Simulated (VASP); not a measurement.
Crystal: Ga2GeTeSe.

```
Ga Ge Te Se
1.0
     2.66981   -5.21473    0.00000
     2.66981    5.21473    0.00000
     0.00000    0.00000    6.07356
Ga Ge Te Se
2 1 1 1
Direct
  0.25543 0.74457 0.00000
  0.74457 0.25543 0.00000
  0.00000 0.00000 0.00000
  0.50000 0.50000 0.50000
  0.50000 0.50000 0.00000
```

| Quantity | Value |
| --- | --- |
| Program | VASP 6.6.1 |
| Task | relaxation of cell and atoms |
| Functional | PBE |
| Potentials or basis | VASP PAW PBE potentials, release 64 (Ga_d, Ge_d, Te, Se) |
| Cutoff | 600 eV |
| k mesh | 4 × 4 × 4 |
| Occupations | gaussian, width 0.1 eV |
| Spin | no spin polarisation |

At the start: pressure -0.4 GPa; volume 33.82 Å³/atom.

Where does the relaxation end?

Over 5 steps the energy falls by 43.9 meV/atom and the volume is 32.78 Å³/atom (-3.1 %); space group Cmmm (No. 65, to 0.05 Å).

The path:
```csv
step,energy change (eV),largest force (eV/Å),pressure (GPa),volume (Å³)
1,0.0000,0.1804,-0.44,169.12
2,-0.2076,0.0278,-0.52,166.59
3,-0.2145,0.0119,-0.40,166.03
4,-0.2144,0.0096,-0.38,165.96
5,-0.2196,0.0164,0.07,163.90
```

Final structure:
```
CELL_PARAMETERS angstrom
2.66474 -5.40144 0.00000
2.66474 5.40144 0.00000
0.00000 0.00000 5.69353
ATOMIC_POSITIONS crystal
Ga 0.25434 0.74566 0.00000
Ga 0.74566 0.25434 0.00000
Ge 0.00000 0.00000 0.00000
Te 0.50000 0.50000 0.50000
Se 0.50000 0.50000 0.00000
```
